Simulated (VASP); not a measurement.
Input of a VASP 6.6.1 run:

File INCAR:

```
ALGO = Normal
DIPOL = 0.5 0.5 0.500
EDIFF = 1E-6
ENCUT = 520
GGA = PS
IDIPOL = 3
ISIF = 2
ISMEAR = 1
LASPH = True
LCHARG = True
LDIPOL = True
LELF = True
LREAL = False
LVACPOTAV = True
LVHAR = True
LWAVE = False
NBANDS = 72
NELM = 80
PREC = Accurate
SIGMA = 0.1
```

The input KPOINTS:

```
k-points
0
Gamma
  14 14 1
```

Contents of POSCAR:

```
Pd
1.0
    2.7397185240      0.0000000000      0.0000000000
    1.3698592620      2.3726658410      0.0000000000
    0.0000000000      0.0000000000     40.6066788850
Pd
12
Direct
    0.3333333333      0.3333333333      0.1970119256
    0.6666666667      0.6666666667      0.2521006664
    0.0000000000      0.0000000000      0.3071894072
    0.3333333333      0.3333333333      0.3622781480
    0.6666666667      0.6666666667      0.4173668888
    0.0000000000      0.0000000000      0.4724556296
    0.3333333333      0.3333333333      0.5275443704
    0.6666666667      0.6666666667      0.5826331112
    0.0000000000      0.0000000000      0.6377218520
    0.3333333333      0.3333333333      0.6928105928
    0.6666666667      0.6666666667      0.7478993336
    0.0000000000      0.0000000000      0.8029880744
```

Potentials or basis: VASP PAW PBE potentials, release 64 (Pd).

Command:

```bash
$ cat potpaw_PBE.64/Pd/POTCAR > POTCAR
$ mpirun -np 1 vasp_std > vasp.out
```

**Question.** Estimate the largest force.

**Answer.** 0.097 eV/Å.

**Question.** Estimate the band gap on the k mesh.

**Answer.** Zero (bands 60 and 61 overlap by 1.12 eV).

Forces in eV/Å, atoms in the order of the input:
```
Pd   0.000  0.000 -0.044
Pd   0.000  0.000  0.097
Pd   0.000  0.000 -0.021
Pd   0.000  0.000 -0.008
Pd   0.000  0.000 -0.002
Pd   0.000  0.000 -0.006
Pd   0.000  0.000  0.006
Pd   0.000  0.000  0.002
Pd   0.000  0.000  0.008
Pd   0.000  0.000  0.021
Pd   0.000  0.000 -0.097
Pd   0.000  0.000  0.044
```

Caveat: the PAW data sets were made with another functional, which shifts forces and pressure a little.
